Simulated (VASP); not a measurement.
# Si4BN3 (P-43m) in VASP: further runs, part 2 of 3

VASP 6.6.1.

**4. Single point, PBE**

This run uses another cell than the first one, of 10.39 Å³/atom, 0.995 times its volume.

INCAR

```
PREC = Accurate
ENCUT = 520
EDIFF = 1E-7
ISMEAR = 0
SIGMA = 0.1
LREAL = False
LASPH = True
NELM = 80
ALGO = Normal
ISIF = 2
LWAVE = False
LCHARG = False
GGA = PE
NBANDS = 27
```

KPOINTS

```
regular mesh
0
Gamma
  8 8 8
```

POSCAR

```
Si4BN3
1.0
    4.3646981031      0.0000000000      0.0000000000
    0.0000000000      4.3646981031      0.0000000000
    0.0000000000      0.0000000000      4.3646981031
Si B N
4 1 3
Direct
    0.7412110395      0.2587889605      0.7412110395
    0.7412110395      0.7412110395      0.2587889605
    0.2587889605      0.2587889605      0.2587889605
    0.2587889605      0.7412110395      0.7412110395
    0.0000000000      0.0000000000      0.0000000000
    0.5000000000      0.5000000000      0.0000000000
    0.5000000000      0.0000000000      0.5000000000
    0.0000000000      0.5000000000      0.5000000000
```

Potentials or basis: VASP PAW PBE potentials, release 64 (Si, B, N).

Launch:

```
$ cat potpaw_PBE.64/Si/POTCAR potpaw_PBE.64/B/POTCAR potpaw_PBE.64/N/POTCAR > POTCAR
$ mpirun -np 1 vasp_std > vasp.out
```

OUTCAR:

```text
PREC = Accurate
   ENCUT = 520
   EDIFF = 1E-7
   ISMEAR = 0
   LREAL = False
   LASPH = True
   NELM = 80
   ISIF = 2
   GGA = PE

 ion  position               nearest neighbor table
   1  0.741  0.259  0.741-   6 1.87   7 1.87   8 1.87   5 1.96   3 2.98   4 2.98   2 2.98   3 3.09
                             3 3.09   4 3.09   2 3.09   2 3.09   4 3.09
   2  0.741  0.741  0.259-   6 1.87   7 1.87   8 1.87   5 1.96   3 2.98   4 2.98   1 2.98   3 3.09
                             3 3.09   4 3.09   1 3.09   1 3.09   4 3.09
   3  0.259  0.259  0.259-   6 1.87   7 1.87   8 1.87   5 1.96   2 2.98   4 2.98   1 2.98   1 3.09
                             4 3.09   2 3.09   4 3.09   1 3.09   2 3.09
   4  0.259  0.741  0.741-   6 1.87   7 1.87   8 1.87   5 1.96   2 2.98   3 2.98   1 2.98   3 3.09
                             1 3.09   3 3.09   2 3.09   1 3.09   2 3.09
   5  0.000  0.000  0.000-   1 1.96   2 1.96   3 1.96   4 1.96
   6  0.500  0.500  0.000-   1 1.87   2 1.87   3 1.87   4 1.87
   7  0.500  0.000  0.500-   1 1.87   2 1.87   3 1.87   4 1.87
   8  0.000  0.500  0.500-   1 1.87   2 1.87   3 1.87   4 1.87

  LATTYP: Found a simple cubic cell.
 ALAT       =     4.3646981031

  Lattice vectors:

 A1 = (   4.3646981031,   0.0000000000,   0.0000000000)
 A2 = (   0.0000000000,   4.3646981031,   0.0000000000)
 A3 = (   0.0000000000,   0.0000000000,   4.3646981031)

Analysis of symmetry for initial positions (statically):
=====================================================================
 Subroutine PRICEL returns:
 Original cell was already a primitive cell.

 Routine SETGRP: Setting up the symmetry group for a
 simple cubic supercell.

 Subroutine GETGRP returns: Found 24 space group operations
 (whereof 24 operations were pure point group operations)
 out of a pool of 48 trial point group operations.

The static configuration has the point symmetry T_d .

Analysis of symmetry for dynamics (positions and initial velocities):
=====================================================================
 Subroutine PRICEL returns:
 Original cell was already a primitive cell.

 Routine SETGRP: Setting up the symmetry group for a
 simple cubic supercell.

 Subroutine GETGRP returns: Found 24 space group operations
 (whereof 24 operations were pure point group operations)
 out of a pool of 48 trial point group operations.

The dynamic configuration has the point symmetry T_d .

 Subroutine INISYM returns: Found 24 space group operations
 (whereof 24 operations are pure point group operations),
 and found     1 'primitive' translations

----------------------------------------------------------------------------------------

                                     Primitive cell

  volume of cell :      83.1501

  direct lattice vectors                    reciprocal lattice vectors
     4.364698103  0.000000000  0.000000000     0.229110920  0.000000000  0.000000000
     0.000000000  4.364698103  0.000000000     0.000000000  0.229110920  0.000000000
     0.000000000  0.000000000  4.364698103     0.000000000  0.000000000  0.229110920

  length of vectors
[... 53 lines left out ...]
  0.250000  0.000000  0.000000      6.000000
  0.375000  0.000000  0.000000      6.000000
  0.500000  0.000000  0.000000      3.000000
  0.125000  0.125000  0.000000     12.000000
[... 16 lines left out ...]
  0.375000  0.375000  0.125000     24.000000
  0.500000  0.375000  0.125000     24.000000
 [... further k-points ...]
   k-points           NKPTS =     35   k-points in BZ     NKDIM =     35   number of bands    NBANDS=     27
   number of dos      NEDOS =    301   number of ions     NIONS =      8
   total plane-waves  NPLWV =  32768
   dimension x,y,z NGX =    32 NGY =   32 NGZ =   32
   dimension x,y,z NGXF=    64 NGYF=   64 NGZF=   64
   ions per type =               4   1   3
   NGX,Y,Z   is equivalent  to a cutoff of  12.19, 12.19, 12.19 a.u.
   NGXF,Y,Z  is equivalent  to a cutoff of  24.38, 24.38, 24.38 a.u.
 SYSTEM =  unknown system
   PREC   = accura    normal or accurate (medium, high low for compatibility)
   ISTART =      0    job   : 0-new  1-cont  2-samecut
   ICHARG =      2    charge: 1-file 2-atom 10-const
   ISPIN  =      1    spin polarized calculation?
   LNONCOLLINEAR =      F non collinear calculations
   LSORBIT =      F    spin-orbit coupling
   LASPH  =      T    aspherical Exc in radial PAW
   ENCUT  =  520.0 eV  38.22 Ry    6.18 a.u.   8.12  8.12  8.12*2*pi/ulx,y,z
   NELM   =     80;   NELMIN=  2; NELMDL= -5     # of ELM steps
   EDIFF  = 0.1E-06   stopping-criterion for ELM
   LREAL  =      F    real-space projection
   EDIFFG = 0.1E-05   stopping-criterion for IOM
   NSW    =      0    number of steps for IOM
   IBRION =     -1    ionic relax: 0-MD 1-quasi-New 2-CG
   NFREE  =      0    steps in history (QN), initial steepest desc. (CG)
   ISIF   =      2    stress and relaxation
   ISYM   =      2    0-nonsym 1-usesym 2-fastsym
   POTIM  = 0.5000    time-step for ionic-motion
   TEBEG  =    0.0;   TEEND  =   0.0 temperature during run
   PSTRESS=    0.0 pullay stress
   NELECT =      34.0000    total number of electrons
   NUPDOWN=      -1.0000    fix difference up-down
   EMIN   =  10.00;   EMAX   =-10.00  energy-range for DOS
   EFERMI =   0.00;   METHOD = LEGACY
   ISMEAR =     0;   SIGMA  =   0.10  broadening in eV -4-tet -1-fermi 0-gaus
   EFERMI_NEDOS =   21; number of points for ismear=-14 and -15
   IALGO  =     38    algorithm
   IMIX   =      4    mixing-type and parameters
     AMIX     =   0.40;   BMIX     =  1.00
     AMIX_MAG =   1.60;   BMIX_MAG =  1.00
  volume/ion in A,a.u.               =      10.39        70.14
  Fermi-wavevector in a.u.,A,eV,Ry     =   1.215104  2.296214 20.088712  1.476479
  Thomas-Fermi vector in A             =   2.350502
   LORBIT       =      0    0 simple, 1 ext, 2 COOP (PROOUT), +10 PAW based schemes
   GGA     = PE    functional components
   LHFCALC =     F    Hartree Fock is set to
   AEXX    =    0.0000 exact exchange contribution
   IVDW    =     0    specifies the selected vdW correction
   LEPSILON=     F    determine dielectric tensor
   LRPA    =     F    only Hartree local field effects (RPA)
 non-spin polarized calculation
 Gauss-broadening in eV      SIGMA  =   0.10
  energy-cutoff  :      520.00
  volume of cell :       83.15
 maximum number of plane-waves:      2272
   NGX = 17   NGY = 17   NGZ = 17

 number of electron      34.0000004 magnetization

 Free energy of the ion-electron system (eV)
  ---------------------------------------------------
  ext. energy  EPLUGINS =         0.00000000
  ---------------------------------------------------
  free energy    TOTEN  =       -55.43870403 eV

  energy without entropy =      -55.43450008  energy(sigma->0) =      -55.43660206

 E-fermi :  10.9436     XC(G=0): -11.3969

 val. band max:       10.8396147965   @ k =   0.5000   0.5000   0.5000
 cond. band min:      10.9908281907   @ k =   0.5000   0.2500   0.0000
 fundamental gap:      0.1512133942
 Fermi energy:        10.9435596089

 k-point     1 :       0.0000    0.0000    0.0000
  band No.  band energies     occupation
      1      -9.9446      2.00000
      2      -7.3186      2.00000
      3      -7.3186      2.00000
      4      -0.6069      2.00000
      5      -0.6069      2.00000
      6      -0.6069      2.00000
[... 709 lines left out ...]
     26      16.0401      0.00000
     27      16.4364      0.00000

 [... further k-points ...]

------------------------ aborting loop because EDIFF is reached ----------------------------------------

  FORCE on cell =-STRESS in cart. coord.  units (eV):
  Direction    XX          YY          ZZ          XY          YZ          ZX
  --------------------------------------------------------------------------------------
  -------------------------------------------------------------------------------------
  Total       -0.0763020     -0.0763020     -0.0763020      0.0000000     -0.0000000     -0.0000000
  in kB       -1.4702250     -1.4702250     -1.4702250      0.0000000     -0.0000000     -0.0000000
  external PRESSURE =      -1.4702250 kB  Pullay stress =       0.0000000 kB

 VOLUME and BASIS-vectors are now :
 -----------------------------------------------------------------------------
  energy-cutoff  :      520.00
  volume of cell :       83.15
      direct lattice vectors                 reciprocal lattice vectors
     4.364698103  0.000000000  0.000000000     0.229110920  0.000000000  0.000000000
     0.000000000  4.364698103  0.000000000     0.000000000  0.229110920  0.000000000
     0.000000000  0.000000000  4.364698103     0.000000000  0.000000000  0.229110920

 POSITION                                       TOTAL-FORCE (eV/Angst)
 -----------------------------------------------------------------------------------
      3.23516      1.12954      3.23516        -0.000169      0.000169     -0.000169
      3.23516      3.23516      1.12954        -0.000169     -0.000169      0.000169
      1.12954      1.12954      1.12954         0.000169      0.000169      0.000169
      1.12954      3.23516      3.23516         0.000169     -0.000169     -0.000169
      0.00000      0.00000      0.00000         0.000000      0.000000      0.000000
      2.18235      2.18235      0.00000         0.000000     -0.000000      0.000000
      2.18235      0.00000      2.18235         0.000000      0.000000      0.000000
      0.00000      2.18235      2.18235         0.000000      0.000000      0.000000
 -----------------------------------------------------------------------------------
    total drift:                                0.000000      0.000000      0.000000

  FREE ENERGIE OF THE ION-ELECTRON SYSTEM (eV)
  ---------------------------------------------------
  free  energy   TOTEN  =       -55.4387040298 eV

  energy  without entropy=      -55.4345000840  energy(sigma->0) =      -55.43660206
```

It took 47 s on 1 thread of Intel Xeon Platinum 8259CL at 2.50GHz (Skylake/Cascade Lake), shared host; peak memory 0.21 GiB.

What came out:

- Free energy: -55.4387 eV
- Pressure: -0.1 GPa
- Band gap on the k mesh: zero (band 17 reaches 12.33 eV, above the bottom of band 18 at 8.83 eV)

(Part 2 of 3 ends here.)
